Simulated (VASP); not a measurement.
Crystal: CdSe.

```
Cd Se
1.0
     0.00000    3.05244    3.05244
     3.05244    0.00000    3.05244
     3.05244    3.05244    0.00000
Cd Se
1 1
Direct
  0.00000 0.00000 0.00000
  0.25000 0.25000 0.25000
```

This cell differs from its parent crystal: strain -0.5%.

Base run:

- Program: VASP 6.6.1
- Functional: PBE
- Potentials or basis: VASP PAW PBE potentials, release 64 (Cd, Se)
- Cutoff: 520 eV
- k mesh: 8 × 8 × 8
- Occupations: fermi-dirac, width 0.02 eV
- Spin: no spin polarisation

Its results: band gap on the k mesh 0.59 eV, direct; pressure 2.5 GPa.

The run is repeated on the same cell with these changes: functional from PBE to r2SCAN; occupations from fermi-dirac, width 0.02 eV to gaussian, width 0.01 eV. What comes out?

Band gap on the k mesh 1.06 eV, direct; pressure 1.0 GPa.

Caveats: the PAW data sets were made with another functional, which shifts forces and pressure a little (some runs).

